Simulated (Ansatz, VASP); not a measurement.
**Two plane-wave programs on C**

```
C
1.0
     1.16663    0.67355    3.26334
    -1.16663    0.67355    3.26334
     0.00000   -1.34710    3.26334
C
2
Direct
  0.16400 0.16400 0.16400
  0.83600 0.83600 0.83600
```

Change from the starting cell: strain -0.050 along x and y, -0.025 along z, atoms carried along.

Alike in both runs: task single point; functional r2SCAN; k mesh 12 × 12 × 12; occupations gaussian, width 0.05 eV; no spin polarisation.

|  | VASP | Ansatz |
| --- | --- | --- |
| version | VASP 6.6.1 | Ansatz 0.2.0 |
| potentials or method | VASP PAW PBE potentials, release 64 (C), cutoff 520 eV | scalar-relativistic, plane waves, PAW |
| valence electrons in the cell | 8 | 8 |

VASP gave:

| Item | Value |
| --- | --- |
| gap on the k mesh at the Fermi level (eV) | 0.86 |
| least direct gap on the mesh (eV) | 0.86 |
| pressure (GPa) | 57.2 |
| traceless stress, the component that is largest in VASP (GPa) | -55.57 |
| rms of the force components (eV/Å) | 0.474 |

**Question.** Which values does Ansatz return?

**Answer.** gap on the k mesh at the Fermi level (eV): 0.86; least direct gap on the mesh (eV): 0.86; pressure (GPa): 56.4; traceless stress, the component that is largest in VASP (GPa): -54.66; rms of the force components (eV/Å): 0.478.

VASP's potentials were made for PBE, not for r2SCAN. Atom by atom the forces differ by 0.004 eV/Å (rms over components). Both programs put the cell under a high pressure, so it lies far from rest at this level. With one functional, cell and mesh, what is left measures potentials, basis and numerics.
